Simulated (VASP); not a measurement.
# Cd3C (Pm-3m) in VASP: further runs

Runs on Cd3C. Level: PBE. Tasks: single point, relaxation of cell and atoms.

All numbers are computed with VASP 6.6.1; they aren't measurements. Logs are shortened: lines on timing, memory, paths and dates and some standing lists are left out, and cuts for length are marked.

### 1 The cell of the first run

The structure is cubic, space group Pm-3m (No. 221). The conventional cell has a = 4.261 Å, b = 4.261 Å, c = 4.261 Å, α = 90.00°, β = 90.00°, γ = 90.00°. Within 4.0 Å of Cd (site symmetry 4/mmm) lie 8 Cd at 3.01 Å and 4 C at 3.01 Å. C (site symmetry m-3m) has 12 Cd at 3.01 Å within 4.0 Å.

### 2 Single point, PBE

INCAR

```
PREC = Accurate
ENCUT = 600
EDIFF = 1E-6
ISMEAR = 0
SIGMA = 0.1
LREAL = False
LASPH = True
NELM = 120
ALGO = Normal
ISIF = 2
LWAVE = False
LCHARG = False
GGA = PE
NBANDS = 28
GGA_COMPAT = False
```

KPOINTS

```
Automatic mesh
0
Gamma
  4 4 4
```

POSCAR

```
Cd3C
1.0
    4.2608049762      0.0000000000      0.0000000000
    0.0000000000      4.2608049762      0.0000000000
    0.0000000000      0.0000000000      4.2608049762
Cd C
3 1
Direct
    0.0000000000      0.5000000000      0.5000000000
    0.5000000000      0.0000000000      0.5000000000
    0.5000000000      0.5000000000      0.0000000000
    0.0000000000      0.0000000000      0.0000000000
```

Potentials or basis: VASP PAW PBE potentials, release 64 (Cd, C).

Started as:

```bash
> cat potpaw_PBE.64/Cd/POTCAR potpaw_PBE.64/C/POTCAR > POTCAR
> mpirun -np 1 vasp_std > vasp.out
```

OUTCAR:

```text
PREC = Accurate
   ENCUT = 600
   EDIFF = 1E-6
   ISMEAR = 0
   LREAL = False
   LASPH = True
   NELM = 120
   ISIF = 2
   GGA = PE

 ion  position               nearest neighbor table
   1  0.000  0.500  0.500-   2 3.01   3 3.01   3 3.01   2 3.01   2 3.01   3 3.01   3 3.01   2 3.01

   2  0.500  0.000  0.500-   1 3.01   3 3.01   3 3.01   1 3.01   3 3.01   3 3.01   1 3.01   1 3.01

   3  0.500  0.500  0.000-   1 3.01   2 3.01   1 3.01   2 3.01   2 3.01   2 3.01   1 3.01   1 3.01

   4  0.000  0.000  0.000-

  LATTYP: Found a simple cubic cell.
 ALAT       =     4.2608049762

  Lattice vectors:

 A1 = (   4.2608049762,   0.0000000000,   0.0000000000)
 A2 = (   0.0000000000,   4.2608049762,   0.0000000000)
 A3 = (   0.0000000000,   0.0000000000,   4.2608049762)

Analysis of symmetry for initial positions (statically):
=====================================================================
 Subroutine PRICEL returns:
 Original cell was already a primitive cell.

 Routine SETGRP: Setting up the symmetry group for a
 simple cubic supercell.

 Subroutine GETGRP returns: Found 48 space group operations
 (whereof 48 operations were pure point group operations)
 out of a pool of 48 trial point group operations.

The static configuration has the point symmetry O_h .

Analysis of symmetry for dynamics (positions and initial velocities):
=====================================================================
 Subroutine PRICEL returns:
 Original cell was already a primitive cell.

 Routine SETGRP: Setting up the symmetry group for a
 simple cubic supercell.

 Subroutine GETGRP returns: Found 48 space group operations
 (whereof 48 operations were pure point group operations)
 out of a pool of 48 trial point group operations.

The dynamic configuration has the point symmetry O_h .

 Subroutine INISYM returns: Found 48 space group operations
 (whereof 48 operations are pure point group operations),
 and found     1 'primitive' translations

----------------------------------------------------------------------------------------

                                     Primitive cell

  volume of cell :      77.3526

  direct lattice vectors                    reciprocal lattice vectors
     4.260804976  0.000000000  0.000000000     0.234697435  0.000000000  0.000000000
     0.000000000  4.260804976  0.000000000     0.000000000  0.234697435  0.000000000
     0.000000000  0.000000000  4.260804976     0.000000000  0.000000000  0.234697435

  length of vectors
     4.260804976  4.260804976  4.260804976     0.234697435  0.234697435  0.234697435

  position of ions in fractional coordinates (direct lattice)
     0.000000000  0.500000000  0.500000000
     0.500000000  0.000000000  0.500000000
     0.500000000  0.500000000  0.000000000
     0.000000000  0.000000000  0.000000000

  ion indices of the primitive-cell ions
   primitive index   ion index
                 1           1
                 2           2
                 3           3
                 4           4

----------------------------------------------------------------------------------------

 KPOINTS: Automatic mesh

Automatic generation of k-mesh.
 Grid dimensions read from file:
 generate k-points for:    4    4    4

 Generating k-lattice:

  Cartesian coordinates                     Fractional coordinates (reciprocal lattice)
     0.058674359  0.000000000  0.000000000     0.250000000  0.000000000  0.000000000
     0.000000000  0.058674359  0.000000000     0.000000000  0.250000000  0.000000000
     0.000000000  0.000000000  0.058674359     0.000000000  0.000000000  0.250000000

  Length of vectors
     0.058674359  0.058674359  0.058674359

  Shift w.r.t. Gamma in fractional coordinates (k-lattice)
     0.000000000  0.000000000  0.000000000

 Subroutine IBZKPT returns following result:
 ===========================================

 Found     10 irreducible k-points:

 Following reciprocal coordinates:
            Coordinates               Weight
  0.000000  0.000000  0.000000      1.000000
  0.250000  0.000000  0.000000      6.000000
  0.500000  0.000000  0.000000      3.000000
  0.250000  0.250000  0.000000     12.000000
  0.500000  0.250000  0.000000     12.000000
  0.500000  0.500000  0.000000      3.000000
  0.250000  0.250000  0.250000      8.000000
  0.500000  0.250000  0.250000     12.000000
  0.500000  0.500000  0.250000      6.000000
  0.500000  0.500000  0.500000      1.000000
   k-points           NKPTS =     10   k-points in BZ     NKDIM =     10   number of bands    NBANDS=     28
   number of dos      NEDOS =    301   number of ions     NIONS =      4
   total plane-waves  NPLWV =  46656
   dimension x,y,z NGX =    36 NGY =   36 NGZ =   36
   dimension x,y,z NGXF=    72 NGYF=   72 NGZF=   72
   ions per type =               3   1
   NGX,Y,Z   is equivalent  to a cutoff of  14.05, 14.05, 14.05 a.u.
   NGXF,Y,Z  is equivalent  to a cutoff of  28.09, 28.09, 28.09 a.u.
 SYSTEM =  unknown system
   PREC   = accura    normal or accurate (medium, high low for compatibility)
   ISTART =      0    job   : 0-new  1-cont  2-samecut
   ICHARG =      2    charge: 1-file 2-atom 10-const
   ISPIN  =      1    spin polarized calculation?
   LNONCOLLINEAR =      F non collinear calculations
   LSORBIT =      F    spin-orbit coupling
   LASPH  =      T    aspherical Exc in radial PAW
   ENCUT  =  600.0 eV  44.10 Ry    6.64 a.u.   8.51  8.51  8.51*2*pi/ulx,y,z
   NELM   =    120;   NELMIN=  2; NELMDL= -5     # of ELM steps
   EDIFF  = 0.1E-05   stopping-criterion for ELM
   LREAL  =      F    real-space projection
   EDIFFG = 0.1E-04   stopping-criterion for IOM
   NSW    =      0    number of steps for IOM
   IBRION =     -1    ionic relax: 0-MD 1-quasi-New 2-CG
   NFREE  =      0    steps in history (QN), initial steepest desc. (CG)
   ISIF   =      2    stress and relaxation
   ISYM   =      2    0-nonsym 1-usesym 2-fastsym
   POTIM  = 0.5000    time-step for ionic-motion
   TEBEG  =    0.0;   TEEND  =   0.0 temperature during run
   PSTRESS=    0.0 pullay stress
   NELECT =      40.0000    total number of electrons
   NUPDOWN=      -1.0000    fix difference up-down
   EMIN   =  10.00;   EMAX   =-10.00  energy-range for DOS
   EFERMI =   0.00;   METHOD = LEGACY
   ISMEAR =     0;   SIGMA  =   0.10  broadening in eV -4-tet -1-fermi 0-gaus
   EFERMI_NEDOS =   21; number of points for ismear=-14 and -15
   IALGO  =     38    algorithm
   IMIX   =      4    mixing-type and parameters
     AMIX     =   0.40;   BMIX     =  1.00
     AMIX_MAG =   1.60;   BMIX_MAG =  1.00
  volume/ion in A,a.u.               =      19.34       130.50
  Fermi-wavevector in a.u.,A,eV,Ry     =   1.314024  2.483145 23.492609  1.726658
  Thomas-Fermi vector in A             =   2.444305
   LORBIT       =      0    0 simple, 1 ext, 2 COOP (PROOUT), +10 PAW based schemes
   GGA     = PE    functional components
   LHFCALC =     F    Hartree Fock is set to
   AEXX    =    0.0000 exact exchange contribution
   IVDW    =     0    specifies the selected vdW correction
   LEPSILON=     F    determine dielectric tensor
   LRPA    =     F    only Hartree local field effects (RPA)
 non-spin polarized calculation
 Gauss-broadening in eV      SIGMA  =   0.10
  energy-cutoff  :      600.00
  volume of cell :       77.35
 maximum number of plane-waves:      2612
 NGX is ok and might be reduce to    36
   NGX = 17   NGY = 17   NGZ = 17

 number of electron      40.0000012 magnetization

 Free energy of the ion-electron system (eV)
  ---------------------------------------------------
  ext. energy  EPLUGINS =         0.00000000
  ---------------------------------------------------
  free energy    TOTEN  =        -6.43197178 eV

  energy without entropy =       -6.40835433  energy(sigma->0) =       -6.42016306

 E-fermi :   2.4850     XC(G=0): -10.8693

 val. band max:        2.4096480936   @ k =   0.5000   0.2500   0.0000
 cond. band min:       2.4854306670   @ k =   0.2500   0.2500   0.2500
 fundamental gap:      0.0757825734
 Fermi energy:         2.4850333889

 k-point     1 :       0.0000    0.0000    0.0000
  band No.  band energies     occupation
      1      -7.8354      2.00000
      2      -7.3781      2.00000
      3      -7.0898      2.00000
      4      -7.0898      2.00000
      5      -7.0898      2.00000
      6      -6.6843      2.00000
[... 20 lines left out ...]
     27      11.1123      0.00000
     28      11.1123      0.00000

 k-point     2 :       0.2500    0.0000    0.0000
  band No.  band energies     occupation
      1      -7.5366      2.00000
      2      -7.1279      2.00000
      3      -7.0497      2.00000
      4      -6.9151      2.00000
      5      -6.9151      2.00000
      6      -6.6561      2.00000
[... 20 lines left out ...]
     27      10.0656      0.00000
     28      10.0656      0.00000

 k-point     3 :       0.5000    0.0000    0.0000
  band No.  band energies     occupation
      1      -7.0877      2.00000
      2      -7.0058      2.00000
      3      -6.9318      2.00000
      4      -6.6213      2.00000
      5      -6.5236      2.00000
      6      -6.5236      2.00000
[... 20 lines left out ...]
     27       9.8234      0.00000
     28      10.1319      0.00000

 k-point     4 :       0.2500    0.2500    0.0000
  band No.  band energies     occupation
      1      -7.3377      2.00000
      2      -6.9797      2.00000
      3      -6.9506      2.00000
      4      -6.8019      2.00000
      5      -6.7933      2.00000
      6      -6.5501      2.00000
[... 144 lines left out ...]
     27      11.3844      0.00000
     28      12.8520      0.00000

 k-point     9 :       0.5000    0.5000    0.2500
  band No.  band energies     occupation
      1      -7.4802      2.00000
      2      -6.8596      2.00000
      3      -6.8580      2.00000
      4      -6.8580      2.00000
      5      -6.5101      2.00000
      6      -6.5101      2.00000
[... 20 lines left out ...]
     27      12.8992      0.00000
     28      14.0062      0.00000

 k-point    10 :       0.5000    0.5000    0.5000
  band No.  band energies     occupation
      1      -7.6876      2.00000
      2      -6.9854      2.00000
      3      -6.9854      2.00000
      4      -6.9854      2.00000
      5      -6.5354      2.00000
      6      -6.5354      2.00000
[... 20 lines left out ...]
     27      14.9397      0.00000
     28      16.7353      0.00000

------------------------ aborting loop because EDIFF is reached ----------------------------------------

  FORCE on cell =-STRESS in cart. coord.  units (eV):
  Direction    XX          YY          ZZ          XY          YZ          ZX
  --------------------------------------------------------------------------------------
  -------------------------------------------------------------------------------------
  Total       -1.5360311     -1.5360311     -1.5360311      0.0000000      0.0000000      0.0000000
  in kB      -31.8152697    -31.8152697    -31.8152697      0.0000000      0.0000000      0.0000000
  external PRESSURE =     -31.8152697 kB  Pullay stress =       0.0000000 kB

 VOLUME and BASIS-vectors are now :
 -----------------------------------------------------------------------------
  energy-cutoff  :      600.00
  volume of cell :       77.35
      direct lattice vectors                 reciprocal lattice vectors
     4.260804976  0.000000000  0.000000000     0.234697435  0.000000000  0.000000000
     0.000000000  4.260804976  0.000000000     0.000000000  0.234697435  0.000000000
     0.000000000  0.000000000  4.260804976     0.000000000  0.000000000  0.234697435

 POSITION                                       TOTAL-FORCE (eV/Angst)
 -----------------------------------------------------------------------------------
      0.00000      2.13040      2.13040         0.000000      0.000000      0.000000
      2.13040      0.00000      2.13040         0.000000      0.000000      0.000000
      2.13040      2.13040      0.00000         0.000000      0.000000      0.000000
      0.00000      0.00000      0.00000         0.000000      0.000000      0.000000
 -----------------------------------------------------------------------------------
    total drift:                                0.000000      0.000000      0.000000

  FREE ENERGIE OF THE ION-ELECTRON SYSTEM (eV)
  ---------------------------------------------------
  free  energy   TOTEN  =        -6.4319717813 eV

  energy  without entropy=       -6.4083543306  energy(sigma->0) =       -6.42016306
```

Run time: 23 s. Hardware: 1 thread of Intel Xeon Platinum 8259CL at 2.50GHz (Skylake/Cascade Lake), shared host; peak memory 0.21 GiB.

Results:

```
Free energy            : -6.4320 eV
Pressure               : -3.2 GPa
Band gap on the k mesh : zero (bands 20 and 21 overlap by 0.99 eV)
```

Caveat: the k points lie up to 0.37 Å⁻¹ apart, too coarse for converged energies and pressures of a metal.

### 3 Single point, PBE

This run uses another cell than the first one, of 18.14 Å³/atom.

INCAR is that of step 2.

KPOINTS

```
regular mesh
0
Gamma
  12 12 12
```

POSCAR

```
Cd3C
1.0
    4.1705789519      0.0000000000      0.0000000000
    0.0000000000      4.1705789519      0.0000000000
    0.0000000000      0.0000000000      4.1705789519
Cd C
3 1
Direct
    0.0000000000      0.5000000000      0.5000000000
    0.5000000000      0.0000000000      0.5000000000
    0.5000000000      0.5000000000      0.0000000000
    0.0000000000      0.0000000000      0.0000000000
```

Potentials or basis: VASP PAW PBE potentials, release 64 (Cd, C).

Started as:

```bash
> cat potpaw_PBE.64/Cd/POTCAR potpaw_PBE.64/C/POTCAR > POTCAR
> mpirun -np 1 vasp_std > vasp.out
```

Run time: 1.9 min. Hardware: 1 thread of Intel Xeon Platinum 8259CL at 2.50GHz (Skylake/Cascade Lake), shared host; peak memory 0.32 GiB.

It converged, with:

| Item | Value |
| --- | --- |
| Free energy | -6.5913 eV |
| Pressure | 0.3 GPa |
| Band gap on the k mesh | zero (bands 20 and 21 overlap by 1.18 eV) |

Levels at points of the mesh, in eV from the Fermi level:
| k point | band 16 | band 17 | band 18 | band 19 | band 20 | band 21 | band 22 | band 23 | band 24 | band 25 |
| --- | --- | --- | --- | --- | --- | --- | --- | --- | --- | --- |
| (0.00, 0.00, 0.00) | -8.02 | -4.49 | -1.88 | -1.88 | -1.88 | 2.55 | 2.55 | 3.37 | 3.37 | 3.37 |
| (0.50, 0.00, 0.00) | -8.02 | -6.79 | -2.41 | -0.44 | -0.44 | 1.24 | 2.54 | 2.54 | 3.88 | 4.60 |
| (0.50, 0.50, 0.00) | -7.87 | -4.57 | -4.15 | -4.15 | 0.20 | 1.38 | 2.49 | 2.49 | 5.51 | 5.51 |
| (0.50, 0.50, 0.50) | -7.17 | -3.13 | -3.13 | -3.13 | -2.74 | -0.71 | -0.71 | -0.71 | 5.21 | 5.21 |

(Continued in part 2 of 3.)

The gap in the log of VASP goes by the Fermi energy; the results here count the filled bands.